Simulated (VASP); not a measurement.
# Mg (I4/mmm) in VASP: a series of runs

Aim: see how the results for Mg move with the level of theory and the settings. Levels: B3LYP+D3(BJ), r2SCANh+D3(BJ). Tasks: single point.

All numbers are computed with VASP 6.6.1; they aren't measurements. Logs are shortened: lines on timing, memory, paths and dates and some standing lists are left out, and cuts for length are marked.

### 1 The cell of the first run

It takes space group I4/mmm (No. 139, tetragonal). The conventional cell has a = 3.672 Å, b = 3.672 Å, c = 3.359 Å, α = 90.00°, β = 90.00°, γ = 90.00°. Mg (site symmetry 4/mmm) has 14 Mg at 3.09 to 3.67 Å within 4.1 Å.

### 2 Single point, B3LYP+D3(BJ)

The input, POSCAR:

```
Mg
1.0
   -1.8359916300      1.8359916300      1.6794040200
    1.8359916300     -1.8359916300      1.6794040200
    1.8359916300      1.8359916300     -1.6794040200
Mg
1
Direct
    0.0000000000      0.0000000000      0.0000000000
```

The input, INCAR.step1:

```
SYSTEM = Mg
  ALGO = Normal
  EDIFF = 1E-5
  ENCUT = 520
  GGA = PE
  ISIF = 2
  ISMEAR = 1
  LASPH = .True.
  LCHARG = .False.
  LREAL = .False.
  LWAVE = .True.
  NBANDS = 7
  NELM = 80
  PREC = Accurate
  SIGMA = 0.01
```

The input, INCAR.step2:

```
SYSTEM = Mg
  AEXX = 0.2
  AGGAC = 0.81
  AGGAX = 0.72
  ALDAC = 0.19
  ALGO = Normal
  EDIFF = 1E-7
  ENCUT = 520
  GGA = B3
  ISIF = 2
  ISMEAR = 1
  ISTART = 1
  IVDW = 12
  LASPH = .True.
  LCHARG = .False.
  LHFCALC = .True.
  LREAL = .False.
  LWAVE = .False.
  NBANDS = 7
  NELM = 80
  PREC = Accurate
  PRECFOCK = Normal
  SIGMA = 0.01
```

The input, KPOINTS:

```
k-points
0
Gamma
  8 8 8
  0 0 0
```

Potentials or basis: VASP PAW PBE potentials, release 64 (Mg).

The run is started by

```sh
$ cat potpaw_PBE.64/Mg/POTCAR > POTCAR
$ cp INCAR.step1 INCAR
$ mpirun -np 1 vasp_std > vasp.out
$ cp INCAR.step2 INCAR
$ mpirun -np 1 vasp_std > vasp.out
```

OUTCAR:

```text
SYSTEM = Mg
   AEXX = 0.2
   EDIFF = 1E-7
   ENCUT = 520
   GGA = B3
   ISIF = 2
   ISMEAR = 1
   ISTART = 1
   IVDW = 12
   LASPH = .True.
   LHFCALC = .True.
   LREAL = .False.
   NELM = 80
   PREC = Accurate
   PRECFOCK = Normal
 IVDW          = 12

 ion  position               nearest neighbor table
   1  0.000  0.000  0.000-

  LATTYP: Found a body centered tetragonal cell.
 ALAT       =     3.6719832600
 C/A-ratio  =     0.9147122419

  Lattice vectors:

 A1 = (  -1.8359916300,   1.8359916300,   1.6794040200)
 A2 = (   1.8359916300,  -1.8359916300,   1.6794040200)
 A3 = (   1.8359916300,   1.8359916300,  -1.6794040200)

Analysis of symmetry for initial positions (statically):
=====================================================================
 Subroutine PRICEL returns:
 Original cell was already a primitive cell.

 Routine SETGRP: Setting up the symmetry group for a
 body centered tetragonal supercell.

 Subroutine GETGRP returns: Found 16 space group operations
 (whereof 16 operations were pure point group operations)
 out of a pool of 16 trial point group operations.

The static configuration has the point symmetry D_4h.

Analysis of symmetry for dynamics (positions and initial velocities):
=====================================================================
 Subroutine PRICEL returns:
 Original cell was already a primitive cell.

 Routine SETGRP: Setting up the symmetry group for a
 body centered tetragonal supercell.

 Subroutine GETGRP returns: Found 16 space group operations
 (whereof 16 operations were pure point group operations)
 out of a pool of 16 trial point group operations.

The dynamic configuration has the point symmetry D_4h.

 Subroutine INISYM returns: Found 16 space group operations
 (whereof 16 operations are pure point group operations),
 and found     1 'primitive' translations

----------------------------------------------------------------------------------------

[... 90 lines left out ...]
   EDIFF  = 0.1E-06   stopping-criterion for ELM
   LREAL  =      F    real-space projection
   EDIFFG = 0.1E-05   stopping-criterion for IOM
   NSW    =      0    number of steps for IOM
   IBRION =     -1    ionic relax: 0-MD 1-quasi-New 2-CG
   NFREE  =      0    steps in history (QN), initial steepest desc. (CG)
   ISIF   =      2    stress and relaxation
   ISYM   =      3    0-nonsym 1-usesym 2-fastsym
   POTIM  = 0.5000    time-step for ionic-motion
   TEBEG  =    0.0;   TEEND  =   0.0 temperature during run
   PSTRESS=    0.0 pullay stress
   NELECT =       2.0000    total number of electrons
   NUPDOWN=      -1.0000    fix difference up-down
   EMIN   =  10.00;   EMAX   =-10.00  energy-range for DOS
   EFERMI =   0.00;   METHOD = LEGACY
   ISMEAR =     1;   SIGMA  =   0.01  broadening in eV -4-tet -1-fermi 0-gaus
   EFERMI_NEDOS =   21; number of points for ismear=-14 and -15
   IALGO  =     38    algorithm
   IMIX   =      1    mixing-type and parameters
     AMIX     =   0.40;   BMIX     =  1.00
     AMIX_MAG =   1.60;   BMIX_MAG =  1.00
  volume/ion in A,a.u.               =      22.64       152.81
  Fermi-wavevector in a.u.,A,eV,Ry     =   0.729065  1.377732  7.231974  0.531535
  Thomas-Fermi vector in A             =   1.820694
   LORBIT       =      0    0 simple, 1 ext, 2 COOP (PROOUT), +10 PAW based schemes
   GGA     = B3    functional components
   LHFCALC =     T    Hartree Fock is set to
   PRECFOCK=normal    Normal, Fast or Accurate (Low or Medium for compatibility)
   ENCUT4O =  -1.0   cutoff for four orbital integrals eV
   NKREDX  =     1    reduce k-point grid by
   NKREDY  =     1    reduce k-point grid by
   NKREDZ  =     1    reduce k-point grid by
   AEXX    =    0.2000 exact exchange contribution
   HFSCREEN=    0.0000 screening length (either q_TF or 0.3 A-1)
   HFSCREENC=   0.0000 screening length for correlation (either q_TF or 0.3 A-1)
   ENCUTFOCK=  -1.0 apply spherical cutoff to Coloumb kernel
   IVDW    =    12    specifies the selected vdW correction
   LEPSILON=     F    determine dielectric tensor
   LRPA    =     F    only Hartree local field effects (RPA)
 non-spin polarized calculation
 Methfessel and Paxton  Order N= 1 SIGMA  =   0.01
  energy-cutoff  :      520.00
  volume of cell :       22.64
 maximum number of plane-waves:       624
  NGX = 18; NGY = 18; NGZ = 18

 number of electron       2.0000000 magnetization

 Free energy of the ion-electron system (eV)
  ---------------------------------------------------
  ext. energy  EPLUGINS =         0.00000000
  ---------------------------------------------------
  free energy    TOTEN  =        -0.82992217 eV

  energy without entropy =       -0.82988099  energy(sigma->0) =       -0.82990844

 E-fermi :   3.0417     XC(G=0):  -6.8560

 val. band max:        2.5873845114   @ k =  -0.1250   0.5000   0.1250
 cond. band min:       3.0432278014   @ k =   0.3750   0.1250   0.1250
 fundamental gap:      0.4558432900
 Fermi energy:         3.0417323500

 k-point     1 :       0.0000    0.0000    0.0000
  band No.  band energies     occupation
      1      -5.2781      2.00000
      2      15.8536      0.00000
      3      17.7226      0.00000
      4      17.7226      0.00000
      5      18.1069      0.00000
      6      18.2349      0.00000
      7      18.2349      0.00000
[... 221 lines left out ...]
 k-point    24 :       0.3750    0.1250    0.1250
  band No.  band energies     occupation
      1       1.9309      2.00000
      2       3.0432      0.75000
      3       8.0566      0.00000
      4       9.2929      0.00000
      5      18.7711      0.00000
      6      19.4684      0.00000
      7      23.5821      0.00000

 [... further k-points ...]

------------------------ aborting loop because EDIFF is reached ----------------------------------------

 Edisp (eV)   -0.56639

 E8    (eV) :    -0.3860

  FORCE on cell =-STRESS in cart. coord.  units (eV):
  Direction    XX          YY          ZZ          XY          YZ          ZX
  --------------------------------------------------------------------------------------
  -------------------------------------------------------------------------------------
  Total      -0.43056    -0.43056    -0.53486     0.00000     0.00000     0.00000
  in kB     -30.46387   -30.46387   -37.84392     0.00000     0.00000     0.00000
  external pressure =      -32.92 kB  Pullay stress =        0.00 kB

 VOLUME and BASIS-vectors are now :
 -----------------------------------------------------------------------------
  energy-cutoff  :      520.00
  volume of cell :       22.64
      direct lattice vectors                 reciprocal lattice vectors
    -1.835991630  1.835991630  1.679404020     0.000000000  0.272332396  0.297724665
     1.835991630 -1.835991630  1.679404020     0.272332396  0.000000000  0.297724665
     1.835991630  1.835991630 -1.679404020     0.272332396  0.272332396  0.000000000

 POSITION                                       TOTAL-FORCE (eV/Angst)
 -----------------------------------------------------------------------------------
      0.00000      0.00000      0.00000        -0.000000      0.000000      0.000000
 -----------------------------------------------------------------------------------
    total drift:                                0.000000      0.000000      0.000000

  FREE ENERGIE OF THE ION-ELECTRON SYSTEM (eV)
  ---------------------------------------------------
  free  energy   TOTEN  =        -1.3963072658 eV

  energy  without entropy=       -1.3962660911  energy(sigma->0) =       -1.39629354
```

OUTCAR.step1:

```text
SYSTEM = Mg
   EDIFF = 1E-5
   ENCUT = 520
   GGA = PE
   ISIF = 2
   ISMEAR = 1
   LASPH = .True.
[... 457 lines left out ...]
 POSITION                                       TOTAL-FORCE (eV/Angst)
 -----------------------------------------------------------------------------------
      0.00000      0.00000      0.00000         0.000000      0.000000      0.000000
 -----------------------------------------------------------------------------------
    total drift:                                0.000000      0.000000      0.000000

  FREE ENERGIE OF THE ION-ELECTRON SYSTEM (eV)
  ---------------------------------------------------
  free  energy   TOTEN  =        -1.4796769877 eV

  energy  without entropy=       -1.4796358224  energy(sigma->0) =       -1.47966327
```

It took 6 min on 1 thread of Intel Xeon Platinum 8488C (Sapphire Rapids), shared host; peak memory 0.16 GiB.

What came out:

```
Free energy                : -1.3963 eV
Pressure                   : -3.3 GPa
Band gap on the k mesh     : zero (bands 1 and 2 overlap by 6.19 eV)
Dispersion energy per atom : -0.566 eV
```

Caveat: the cell stands under tension; the PAW data sets were made with another functional, which shifts forces and pressure a little.

### 3 Single point, r2SCANh+D3(BJ)

POSCAR is that of step 2.

The input, INCAR.step1:

```
SYSTEM = Mg
PREC = Accurate ; ENCUT = 520
EDIFF = 1E-5 ; ISMEAR = 1
SIGMA = 0.025 ; LREAL = .False.
LASPH = .True. ; NELM = 80
ALGO = Normal ; ISIF = 2
LWAVE = .True. ; NBANDS = 7
GGA = PE
```

The input, INCAR.step2:

```
SYSTEM = Mg
PREC = Accurate ; ENCUT = 520
EDIFF = 1E-6 ; ISMEAR = 1
SIGMA = 0.025 ; LREAL = .False.
LASPH = .True. ; NELM = 80
ALGO = Normal ; ISIF = 2
LWAVE = .False. ; LCHARG = .True.
METAGGA = R2SCAN ; LHFCALC = .True.
AEXX = 0.1 ; LMIXTAU = .True.
PRECFOCK = Normal ; IVDW = 12
VDW_S6 = 1.0 ; VDW_S8 = 1.1236
VDW_A1 = 0.4709 ; VDW_A2 = 5.9157
LELF = .True. ; LVHAR = .True.
NBANDS = 7 ; ISTART = 1
```

The input, KPOINTS:

```
Automatic mesh
0
Gamma
  8 8 8
  0.5 0.5 0.5
```

Potentials or basis: VASP PAW PBE potentials, release 64 (Mg).

The run is started by

```sh
$ cat potpaw_PBE.64/Mg/POTCAR > POTCAR
$ cp INCAR.step1 INCAR
$ mpirun -np 1 vasp_std > vasp.out
$ cp INCAR.step2 INCAR
$ mpirun -np 1 vasp_std > vasp.out
```

Run time: 8 min. Hardware: 1 thread of Intel Xeon Platinum 8488C (Sapphire Rapids), shared host; peak memory 0.17 GiB.

The run converged. Its results:

```yaml
Free_energy: -4.0225 eV
Pressure: -1.3 GPa
Band_gap_on_the_k_mesh: zero (bands 1 and 2 overlap by 4.49 eV)
Dispersion_energy_per_atom: -0.158 eV
```

Stress tensor (GPa, compression positive):
```
-1.81  0.00  0.00
 0.00 -1.81  0.00
 0.00  0.00 -0.42
```

Levels at points of the mesh, in eV from the Fermi level:
```
           k point  band 1  band 2  band 3  band 4  band 5
(0.06, 0.06, 0.06)   -7.42    9.97   11.48   12.09   15.12
```

Caveat: three body term missing; the PAW data sets were made with another functional, which shifts forces and pressure a little.

The gap in the log of VASP goes by the Fermi energy; the results here count the filled bands.